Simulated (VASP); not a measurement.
# Ta6C in VASP: a series of runs, part 2 of 2

VASP 6.6.1. The steps go on from the part before.

## (4) Single point, PBE

Input file INCAR:

```
SYSTEM = Ta6C
PREC     = Accurate       ! precision mode
ENCUT    = 520            ! plane-wave cutoff, eV
EDIFF    = 1E-6           ! SCF threshold, eV
ISMEAR   = 0              ! smearing method
SIGMA    = 0.1            ! smearing width, eV
LREAL    = .FALSE.        ! projectors in reciprocal space
LASPH    = .TRUE.         ! aspherical terms in the spheres
NELM     = 100            ! most SCF steps
ALGO     = Normal         ! electronic algorithm
ISIF     = 2              ! what is computed and relaxed
LWAVE    = .FALSE.        ! write WAVECAR
LCHARG   = .TRUE.         ! write CHGCAR
LDIPOL   = .TRUE.       
IDIPOL   = 3            
DIPOL    = 0.5 0.5 0.342
GGA      = PE             ! functional
LELF     = .TRUE.         ! ELF
LVHAR    = .TRUE.       
LVACPOTAV= .TRUE.       
NBANDS   = 44             ! bands
```

Input file KPOINTS:

```
regular mesh
0
G
  6 6 1
  0 0 0
```

Input file POSCAR:

```
Ta6C
1.0
    4.6937283334      0.0000000000      0.0000000000
   -2.3468641667      4.0648879751      0.0000000000
    0.0000000000      0.0000000000     19.9881921067
Ta C
6 1
Direct
    0.6666666666      0.3333333333      0.2001181487
    0.3333333333      0.6666666667      0.2480516125
    0.0000000000      0.0000000000      0.2959850764
    0.6666666666      0.3333333333      0.3401842440
    0.3333333333      0.6666666667      0.3819724415
    0.0000000000      0.0000000000      0.4246603225
    0.1111111111      0.2222222222      0.5061750777
```

Potentials or basis: VASP PAW PBE potentials, release 64 (Ta_pv, C).

Started as:

```
cat potpaw_PBE.64/Ta_pv/POTCAR potpaw_PBE.64/C/POTCAR > POTCAR
mpirun -np 1 vasp_std > vasp.out
```

OUTCAR:

```text
SYSTEM = Ta6C
   PREC = Accurate
   ENCUT = 520
   EDIFF = 1E-6
   ISMEAR = 0
   LREAL = .FALSE.
   LASPH = .TRUE.
   NELM = 100
   ISIF = 2
   GGA = PE

 ion  position               nearest neighbor table
   1  0.667  0.333  0.200-   4 2.80   2 2.87   2 2.87   2 2.87   3 3.32   3 3.32   3 3.32
   2  0.333  0.667  0.248-   5 2.68   1 2.87   1 2.87   1 2.87   3 2.87   3 2.87   3 2.87   4 3.28
                             4 3.28   4 3.28
   3  0.000  0.000  0.296-   6 2.57   4 2.85   4 2.85   4 2.85   2 2.87   2 2.87   2 2.87   5 3.21
                             5 3.21   5 3.21   1 3.32   1 3.32   1 3.32
   4  0.667  0.333  0.340-   1 2.80   5 2.84   5 2.84   5 2.84   3 2.85   3 2.85   3 2.85   6 3.19
                             6 3.19   6 3.19   2 3.28   2 3.28   2 3.28
   5  0.333  0.667  0.382-   2 2.68   4 2.84   4 2.84   4 2.84   6 2.84   6 2.84   6 2.84   3 3.21
                             3 3.21   3 3.21
   6  0.000  0.000  0.425-   7 1.86   3 2.57   5 2.84   5 2.84   5 2.84   4 3.19   4 3.19   4 3.19

   7  0.111  0.222  0.506-   6 1.86

  LATTYP: Found a hexagonal cell.
 ALAT       =     4.6937283334
 C/A-ratio  =     4.2584893473

  Lattice vectors:

 A1 = (   4.6937283334,   0.0000000000,   0.0000000000)
 A2 = (  -2.3468641667,   4.0648879751,   0.0000000000)
 A3 = (   0.0000000000,   0.0000000000,  19.9881921067)

Analysis of symmetry for initial positions (statically):
=====================================================================
 Subroutine PRICEL returns:
 Original cell was already a primitive cell.

 Routine SETGRP: Setting up the symmetry group for a
 hexagonal supercell.

 Subroutine GETGRP returns: Found  2 space group operations
 (whereof  2 operations were pure point group operations)
 out of a pool of 24 trial point group operations.

The static configuration has the point symmetry C_1h.

Analysis of symmetry for dynamics (positions and initial velocities):
[... 134 lines left out ...]
   GGA     = PE    functional components
   LHFCALC =     F    Hartree Fock is set to
   AEXX    =    0.0000 exact exchange contribution
   IVDW    =     0    specifies the selected vdW correction
   LEPSILON=     F    determine dielectric tensor
   LRPA    =     F    only Hartree local field effects (RPA)
 non-spin polarized calculation
 Gauss-broadening in eV      SIGMA  =   0.10
  energy-cutoff  :      520.00
  volume of cell :      381.36
 maximum number of plane-waves:     10285
   NGX = 17   NGY = 17   NGZ = 75

 dipolmoment           0.000000      0.000000     -0.436001 electrons x Angstroem

 number of electron      69.9999991 magnetization

 dipolmoment           0.000000      0.000000      0.309340 electrons x Angstroem

 Free energy of the ion-electron system (eV)
  ---------------------------------------------------
  ext. energy  EPLUGINS =         0.00000000
  ---------------------------------------------------
  free energy    TOTEN  =       -69.20430807 eV

  energy without entropy =      -69.14406149  energy(sigma->0) =      -69.17418478

 E-fermi :  -1.6310     XC(G=0):  -4.9946

 val. band max:       -1.6370701280   @ k =   0.3333   0.3333   0.0000
 cond. band min:      -1.6163787035   @ k =   0.5000   0.0000   0.0000
 fundamental gap:      0.0206914245
 Fermi energy:        -1.6310421412

 k-point     1 :       0.0000    0.0000    0.0000
  band No.  band energies     occupation
      1     -36.2003      2.00000
      2     -36.1021      2.00000
      3     -36.0547      2.00000
      4     -36.0271      2.00000
      5     -35.9108      2.00000
      6     -35.9071      2.00000
[... 600 lines left out ...]
     43       0.0969      0.00000
     44       0.6781      0.00000

------------------------ aborting loop because EDIFF is reached ----------------------------------------

  FORCE on cell =-STRESS in cart. coord.  units (eV):
  Direction    XX          YY          ZZ          XY          YZ          ZX
  --------------------------------------------------------------------------------------
  -------------------------------------------------------------------------------------
  Total       -1.2935178     -2.7422860     -1.4082395      0.0000000      2.7939958      0.0000000
  in kB       -5.4342918    -11.5208171     -5.9162574      0.0000000     11.7380591      0.0000000
  external PRESSURE =      -7.6237888 kB  Pullay stress =       0.0000000 kB

 VOLUME and BASIS-vectors are now :
 -----------------------------------------------------------------------------
  energy-cutoff  :      520.00
  volume of cell :      381.36
      direct lattice vectors                 reciprocal lattice vectors
     4.693728333  0.000000000  0.000000000     0.213050251  0.123004620  0.000000000
    -2.346864167  4.064887975  0.000000000     0.000000000  0.246009240  0.000000000
     0.000000000  0.000000000 19.988192107     0.000000000  0.000000000  0.050029537

 POSITION                                       TOTAL-FORCE (eV/Angst)
 -----------------------------------------------------------------------------------
      2.34686      1.35496      4.00000        -0.000000      0.055968      2.065403
     -0.00000      2.70993      4.95810         0.000000     -0.109030     -0.345940
      0.00000      0.00000      5.91621        -0.000000      0.047318     -2.449569
      2.34686      1.35496      6.79967        -0.000000      0.085188     -0.628037
     -0.00000      2.70993      7.63494        -0.000000     -0.575307      1.057210
      0.00000      0.00000      8.48819        -0.000000     -0.998717      0.177321
      0.00000      0.90331     10.11752        -0.000000      1.494580      0.123612
 -----------------------------------------------------------------------------------
    total drift:                                0.000000     -0.000028      0.000178

  FREE ENERGIE OF THE ION-ELECTRON SYSTEM (eV)
  ---------------------------------------------------
  free  energy   TOTEN  =       -69.2043080725 eV

  energy  without entropy=      -69.1440614898  energy(sigma->0) =      -69.17418478

 vacuum level on the upper side and lower side of the slab         4.796         1.862
```

OSZICAR:

```text
N       E                     dE             d eps       ncg     rms          rms(c)
DAV:   1     0.532764751236E+03    0.53276E+03   -0.38409E+04  1496   0.135E+03
DAV:   2    -0.452368906140E+02   -0.57800E+03   -0.56558E+03  1356   0.347E+02
DAV:   3    -0.755946634267E+02   -0.30358E+02   -0.29218E+02  1376   0.669E+01
[... 23 lines left out ...]
DAV:  27    -0.692042884164E+02   -0.22001E-04   -0.87280E-07   932   0.298E-03    0.112E-03
DAV:  28    -0.692042981077E+02   -0.96913E-05   -0.35634E-07   832   0.200E-03    0.130E-03
DAV:  29    -0.692043056242E+02   -0.75166E-05   -0.70211E-07   796   0.247E-03    0.844E-04
DAV:  30    -0.692043073174E+02   -0.16932E-05   -0.13127E-07   808   0.113E-03    0.315E-04
DAV:  31    -0.692043080725E+02   -0.75507E-06   -0.58576E-08   708   0.878E-04
   1 F= -.69204308E+02 E0= -.69174185E+02  d E =-.602466E-01
```

Run time: 9.7 min. Hardware: 1 thread of AMD EPYC 7R13 (Zen 3), shared host; peak memory 0.52 GiB.

What came out:

- Free energy: -69.2043 eV
- Largest force: 2.450 eV/Å
- Band gap on the k mesh: zero (bands 35 and 36 overlap by 0.08 eV)

Forces in eV/Å, atoms in the order of the input:
```
Ta   0.000  0.056  2.065
Ta   0.000 -0.109 -0.346
Ta   0.000  0.047 -2.450
Ta   0.000  0.085 -0.628
Ta   0.000 -0.575  1.057
Ta   0.000 -0.999  0.177
C    0.000  1.495  0.124
```

Levels at points of the mesh, in eV from the Fermi level:
| k point | band 33 | band 34 | band 35 | band 36 | band 37 | band 38 |
| --- | --- | --- | --- | --- | --- | --- |
| (0.00, 0.00, 0.00) | -0.55 | -0.41 | -0.05 | -0.02 | 0.15 | 0.49 |
| (0.50, 0.00, 0.00) | -0.77 | -0.33 | -0.06 | 0.01 | 0.41 | 1.01 |
| (0.00, 0.50, 0.00) | -0.59 | -0.40 | -0.30 | 0.08 | 0.17 | 0.68 |

Caveat: spin-orbit coupling is left out, which moves the levels of the heavy elements.

## (5) Single point, PBE

Input file INCAR:

```
SYSTEM = Ta6C
PREC = Accurate
ENCUT = 520
EDIFF = 1E-6
ISMEAR = 0
SIGMA = 0.1
LREAL = .FALSE.
LASPH = .TRUE.
NELM = 80
ALGO = Normal
ISIF = 2
LWAVE = .FALSE.
LCHARG = .FALSE.
LDIPOL = .TRUE.
IDIPOL = 3
DIPOL = 0.5 0.5 0.342
GGA = PE
NBANDS = 44
```

Input file KPOINTS:

```
Automatic mesh
0
G
  6 6 1
  0 0 0
```

Input file POSCAR:

```
Ta6C
1.0
    4.6937283334      0.0000000000      0.0000000000
   -2.3468641667      4.0648879751      0.0000000000
    0.0000000000      0.0000000000     19.9881921067
Ta C
6 1
Direct
    0.6666666667      0.3333333333      0.2001181487
    0.3333333333      0.6666666666      0.2480516125
    0.0000000000      0.0000000000      0.2959850764
    0.6666666667      0.3333333333      0.3401842440
    0.3333333333      0.6666666666      0.3819724415
    0.0000000000      0.0000000000      0.4246603225
    0.2222222222      0.1111111111      0.5061943548
```

Started as:

```
cat potpaw_PBE.64/Ta_pv/POTCAR potpaw_PBE.64/C/POTCAR > POTCAR
mpirun -np 1 vasp_std > vasp.out
```

It took 8.6 min on 1 thread of AMD EPYC 7R13 (Zen 3), shared host; peak memory 0.53 GiB.

Results (log left out):

```
Free energy            : -69.1720 eV
Largest force          : 2.415 eV/Å
Band gap on the k mesh : zero (bands 35 and 36 overlap by 0.12 eV)
```

Forces in eV/Å, atoms in the order of the input:
```
Ta   0.058  0.033  1.995
Ta  -0.094 -0.054 -0.207
Ta   0.149  0.086 -2.409
Ta   0.108  0.062 -0.693
Ta  -0.356 -0.205  1.006
Ta  -1.037 -0.599  0.178
C    1.172  0.677  0.130
```

Levels at points of the mesh, in eV from the Fermi level:
```csv
k point,band 31,band 32,band 33,band 34,band 35,band 36,band 37,band 38,band 39,band 40
"(0.00, 0.00, 0.00)",-1.04,-0.97,-0.54,-0.43,-0.07,0.02,0.17,0.57,0.80,0.91
"(0.50, 0.00, 0.00)",-1.20,-1.02,-0.83,-0.50,-0.17,0.12,0.22,1.02,1.18,1.35
"(0.00, 0.50, 0.00)",-1.30,-0.83,-0.68,-0.31,-0.17,0.09,0.33,0.82,1.13,1.31
```

Caveat: spin-orbit coupling is left out, which moves the levels of the heavy elements.

## (6) Relaxation of the atoms, PBE

Input file INCAR:

```
PREC = Accurate
ENCUT = 520
EDIFF = 1E-7
ISMEAR = 0
SIGMA = 0.1
LREAL = F
LASPH = T
NELM = 120
ALGO = Normal
ISIF = 2
LWAVE = F
LCHARG = F
LDIPOL = T
IDIPOL = 3
DIPOL = 0.5 0.5 0.333
GGA = PE
IBRION = 2
NSW = 36
EDIFFG = -0.025
GGA_COMPAT = F
NELMIN = 4
NELMDL = -8
KPAR = 4
```

Input file KPOINTS:

```
Automatic mesh
0
Gamma
  6 6 1
```

Input file POSCAR:

```
Ta6C
1.0
    4.6937283334      0.0000000000      0.0000000000
   -2.3468641667      4.0648879751      0.0000000000
    0.0000000000      0.0000000000     19.9881921067
Ta C
6 1
Selective dynamics
Direct
    0.6666666667      0.3333333333      0.2001181487  F F F
    0.3333333333      0.6666666667      0.2480516125  F F F
    0.0000000000      0.0000000000      0.2959850764  F F F
    0.6666666667      0.3333333333      0.3401842440  F F F
    0.3333333333      0.6666666667      0.3819724415  F F F
    0.0000000000      0.0000000000      0.4246603225  F F F
    0.8888888889      0.4444444444      0.4406697744  F F T
```

Potentials or basis: VASP PAW PBE potentials, release 64 (Ta_pv, C).

Started as:

```
cat potpaw_PBE.64/Ta_pv/POTCAR potpaw_PBE.64/C/POTCAR > POTCAR
mpirun -np 4 vasp_std > vasp.out
```

OUTCAR:

```text
PREC = Accurate
   ENCUT = 520
   EDIFF = 1E-7
   ISMEAR = 0
   LREAL = F
   LASPH = T
   NELM = 120
   ISIF = 2
   GGA = PE
   IBRION = 2
   NSW = 36
   EDIFFG = -0.025
   NELMIN = 4
   NELMDL = -8

 ion  position               nearest neighbor table
   1  0.667  0.333  0.200-   4 2.80   2 2.87   2 2.87   2 2.87   3 3.32   3 3.32   3 3.32
   2  0.333  0.667  0.248-   5 2.68   1 2.87   1 2.87   3 2.87   1 2.87   3 2.87   3 2.87   4 3.28
                             4 3.28   4 3.28
   3  0.000  0.000  0.296-   6 2.57   4 2.85   4 2.85   4 2.85   2 2.87   2 2.87   2 2.87   5 3.21
                             5 3.21   5 3.21   1 3.32   1 3.32   1 3.32
   4  0.667  0.333  0.340-   7 2.20   1 2.80   5 2.84   5 2.84   5 2.84   3 2.85   3 2.85   3 2.85
                             6 3.19   6 3.19   6 3.19   2 3.28   2 3.28   2 3.28
   5  0.333  0.667  0.382-   7 2.15   2 2.68   4 2.84   4 2.84   4 2.84   6 2.84   6 2.84   6 2.84
                             3 3.21   3 3.21   3 3.21
   6  0.000  0.000  0.425-   7 2.41   7 2.41   3 2.57   5 2.84   5 2.84   5 2.84   4 3.19   4 3.19
                             4 3.19
   7  0.889  0.444  0.441-   5 2.15   4 2.20   6 2.41   6 2.41

  LATTYP: Found a hexagonal cell.
 ALAT       =     4.6937283334
 C/A-ratio  =     4.2584893473

  Lattice vectors:

 A1 = (   4.6937283334,   0.0000000000,   0.0000000000)
 A2 = (  -2.3468641667,   4.0648879751,   0.0000000000)
 A3 = (   0.0000000000,   0.0000000000,  19.9881921067)

Analysis of symmetry for initial positions (statically):
=====================================================================
 Subroutine PRICEL returns:
 Original cell was already a primitive cell.

 Routine SETGRP: Setting up the symmetry group for a
 hexagonal supercell.

 Subroutine GETGRP returns: Found  2 space group operations
 (whereof  2 operations were pure point group operations)
 out of a pool of 24 trial point group operations.

The static configuration has the point symmetry C_1h.

[... 157 lines left out ...]
 Gauss-broadening in eV      SIGMA  =   0.10
  energy-cutoff  :      520.00
  volume of cell :      381.36
 maximum number of plane-waves:     10285
 NGX is ok and might be reduce to    36
   NGX = 17   NGY = 17   NGZ = 75

 dipolmoment           0.000000      0.000000     -0.042940 electrons x Angstroem

--------------------------------------- Ionic step        1  -------------------------------------------

 number of electron      69.9999991 magnetization

 Free energy of the ion-electron system (eV)
  ---------------------------------------------------
  ext. energy  EPLUGINS =         0.00000000
  ---------------------------------------------------
  free energy    TOTEN  =       -72.81320221 eV

  energy without entropy =      -72.76662479  energy(sigma->0) =      -72.78991350

------------------------ aborting loop because EDIFF is reached ----------------------------------------

  FORCE on cell =-STRESS in cart. coord.  units (eV):
  Direction    XX          YY          ZZ          XY          YZ          ZX
  --------------------------------------------------------------------------------------
  -------------------------------------------------------------------------------------
  Total       -3.9619976     -6.4082926      0.9067226      2.1185536     -0.1554745     -0.2692890
  in kB      -16.6450364    -26.9223439      3.8092982      8.9004094     -0.6531754     -1.1313295
  external PRESSURE =     -13.2526940 kB  Pullay stress =       0.0000000 kB
[... 69 lines left out ...]
--------------------------------------- Ionic step        3  -------------------------------------------

 number of electron      69.9999991 magnetization

 dipolmoment           0.000000      0.000000      0.089790 electrons x Angstroem

 Free energy of the ion-electron system (eV)
  ---------------------------------------------------
  ext. energy  EPLUGINS =         0.00000000
  ---------------------------------------------------
  free energy    TOTEN  =       -72.83724923 eV

  energy without entropy =      -72.79083819  energy(sigma->0) =      -72.81404371

 E-fermi :  -0.8832     XC(G=0):  -4.8335

 val. band max:       -0.8868512284   @ k =   0.0000   0.3333   0.0000
 cond. band min:      -0.8680530511   @ k =   0.3333  -0.0000   0.0000
 fundamental gap:      0.0187981772
 Fermi energy:        -0.8831887565

 k-point     1 :       0.0000    0.0000    0.0000
  band No.  band energies     occupation
      1     -35.5790      2.00000
      2     -35.5178      2.00000
      3     -35.3245      2.00000
      4     -35.3005      2.00000
      5     -35.2484      2.00000
      6     -35.2015      2.00000
[... 574 lines left out ...]
     41       0.5102      0.00000
     42       0.7191      0.00000

------------------------ aborting loop because EDIFF is reached ----------------------------------------

 vacuum level on the upper side and lower side of the slab       (xc-potential included)         0.303        -0.540

  FORCE on cell =-STRESS in cart. coord.  units (eV):
  Direction    XX          YY          ZZ          XY          YZ          ZX
  --------------------------------------------------------------------------------------
  -------------------------------------------------------------------------------------
  Total       -3.0510988     -5.6680530      2.0385209      2.2663488     -0.1146434     -0.1985675
  in kB      -12.8181932    -23.8124697      8.5641785      9.5213228     -0.4816368     -0.8342162
  external PRESSURE =      -9.3554948 kB  Pullay stress =       0.0000000 kB
[... 22 lines left out ...]
  FREE ENERGIE OF THE ION-ELECTRON SYSTEM (eV)
  ---------------------------------------------------
  free  energy   TOTEN  =       -72.8372492320 eV

  energy  without entropy=      -72.7908381934  energy(sigma->0) =      -72.81404371

 reached required accuracy - stopping structural energy minimisation

 vacuum level on the upper side and lower side of the slab         3.306         2.433
```

OSZICAR:

```text
N       E                     dE             d eps       ncg     rms          rms(c)
DAV:   1     0.543301685823E+03    0.54330E+03   -0.38503E+04  1428   0.141E+03
DAV:   2    -0.483450917046E+02   -0.59165E+03   -0.58196E+03  1304   0.359E+02
DAV:   3    -0.805290098116E+02   -0.32184E+02   -0.31484E+02  1378   0.713E+01
[... 69 lines left out ...]
DAV:  15    -0.728372475525E+02   -0.16236E-05   -0.15133E-07   886   0.850E-04    0.442E-04
DAV:  16    -0.728372484679E+02   -0.91534E-06   -0.78918E-08   858   0.611E-04    0.262E-04
DAV:  17    -0.728372489205E+02   -0.45265E-06   -0.34004E-08   782   0.426E-04    0.110E-04
DAV:  18    -0.728372491575E+02   -0.23693E-06   -0.14746E-08   716   0.297E-04    0.285E-05
DAV:  19    -0.728372492320E+02   -0.74520E-07   -0.45956E-09   680   0.183E-04
   3 F= -.72837249E+02 E0= -.72814044E+02  d E =-.240470E-01
```

Run time: 5.8 min. Hardware: 4 MPI ranks of AMD EPYC 7R13 (Zen 3), shared host; peak memory 0.55 GiB.

What came out:

```yaml
Free_energy: -72.8372 eV
Energy_gained_by_relaxing: 3.4 meV/atom
Ionic_steps: 3
Band_gap_on_the_k_mesh: zero (bands 35 and 36 overlap by 0.11 eV)
```

Step by step:
```
step  energy change (eV)  largest force on free atoms (eV/Å)  pressure (GPa)
   1              0.0000                              0.6913           -1.33
   2             -0.0177                              0.3644           -1.14
   3             -0.0240                              0.0020           -0.94
```

Final structure:
```yaml
crystal:
  lattice:
    - [4.69373, 0.00000, 0.00000]
    - [-2.34686, 4.06489, 0.00000]
    - [0.00000, 0.00000, 19.98819]
  atoms:
    - { symbol: Ta, position: [0.66667, 0.33333, 0.20012] }
    - { symbol: Ta, position: [0.33333, 0.66667, 0.24805] }
    - { symbol: Ta, position: [0.00000, 0.00000, 0.29599] }
    - { symbol: Ta, position: [0.66667, 0.33333, 0.34018] }
    - { symbol: Ta, position: [0.33333, 0.66667, 0.38197] }
    - { symbol: Ta, position: [0.00000, 0.00000, 0.42466] }
    - { symbol: C, position: [0.88889, 0.44444, 0.43729] }
```

Caveat: spin-orbit coupling is left out, which moves the levels of the heavy elements.

## (7) Summary

```csv
task,cell,atoms held fixed (from 0),gap on the mesh (eV),largest force (eV/Å)
single point,"as given, atomic positions A",-,none,2.48
single point,"as given, atomic positions B",-,none,2.54
single point,"as given, atomic positions C",-,none,2.45
single point,"as given, atomic positions D",-,none,2.41
relaxation of the atoms,"atoms relaxed, atomic positions E","[0, 1, 2, 3, 4, 5, 6]",none,-
```

Alike in all rows: level PBE; potentials or basis VASP PAW PBE potentials, release 64 (Ta_pv, C); no spin polarisation; k mesh 6 × 6 × 1; cutoff (eV) 520; smearing gaussian 0.1 eV.

Caveats: spin-orbit coupling is left out, which moves the levels of the heavy elements.

Absolute energies hang on the potentials; compare differences alone.
